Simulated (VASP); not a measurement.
Here is a VASP 6.6.1 calculation.

The input POSCAR:

```
Rh
1.0
    0.0000000000      1.9149890286      1.9149890286
    1.9149890286      0.0000000000      1.9149890286
    1.9149890286      1.9149890286      0.0000000000
Rh
1
Direct
    0.0000000000      0.0000000000      0.0000000000
```

File INCAR.step1:

```
SYSTEM = Rh
PREC = Accurate ; ENCUT = 580
ISMEAR = 0 ; SIGMA = 0.1
LREAL = .False. ; LASPH = .True.
NELM = 120 ; NBANDS = 14
GGA = PE ; ALGO = Normal
EDIFF = 1E-5 ; LWAVE = .True.
LCHARG = .False. ; GGA_COMPAT = .False.
```

File INCAR.step2:

```
SYSTEM = Rh
PREC = Accurate ; ENCUT = 580
EDIFF = 1E-6 ; ISMEAR = 0
SIGMA = 0.1 ; LREAL = .False.
LASPH = .True. ; NELM = 120
ALGO = Normal ; ISIF = 2
LWAVE = .False. ; LCHARG = .True.
METAGGA = R2SCAN ; LMIXTAU = .True.
LELF = .True. ; LVHAR = .True.
NBANDS = 14 ; ISTART = 1
GGA_COMPAT = .False.
```

The input KPOINTS:

```
regular mesh
0
Gamma
  18 18 18
  0 0 0
```

Potentials or basis: VASP PAW PBE potentials, release 64 (Rh_sv_GW).

The run is started by

```console
$ cat potpaw_PBE.64/Rh_sv_GW/POTCAR > POTCAR
$ cp INCAR.step1 INCAR
$ mpirun -np 1 vasp_std > vasp.out
$ cp INCAR.step2 INCAR
$ mpirun -np 1 vasp_std > vasp.out
```

Question: Estimate the pressure.

Answer: -7.8 GPa.

Caveat: the PAW data sets were made with another functional, which shifts forces and pressure a little.
